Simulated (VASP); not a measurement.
A run of VASP 6.6.1 is set up as follows.

INCAR

```
SYSTEM = TePb
PREC = Accurate
ENCUT = 600
EDIFF = 1E-8
ISMEAR = 0
SIGMA = 0.01
LREAL = .False.
LASPH = .True.
NELM = 80
ALGO = Normal
ISIF = 3
LWAVE = .False.
LCHARG = .False.
GGA = PE
IBRION = 6
NFREE = 2
POTIM = 0.015
NSW = 1
```

KPOINTS

```
Automatic mesh
0
Gamma
  6 6 6
  0 0 0
```

The input POSCAR:

```
TePb
1.0
    0.0000000000      3.2860548742      3.2860548742
    3.2860548742      0.0000000000      3.2860548742
    3.2860548742      3.2860548742      0.0000000000
Te Pb
1 1
Direct
    0.5000000000      0.5000000000      0.5000000000
    0.0000000000      0.0000000000      0.0000000000
```

Potentials or basis: VASP PAW PBE potentials, release 64 (Te, Pb_d).

Launch:

```console
$ cat potpaw_PBE.64/Te/POTCAR potpaw_PBE.64/Pb_d/POTCAR > POTCAR
$ mpirun -np 1 vasp_std > vasp.out
```

(1) Estimate the elastic constants C11, C12, C44.

(2) What does it give for the Voigt bulk modulus?

(3) What does it give for the highest phonon frequency at Γ, LO-TO splitting left out?

Answers

(1) 104, 6, 14 GPa.

(2) 39 GPa.

(3) 6 cm⁻¹.
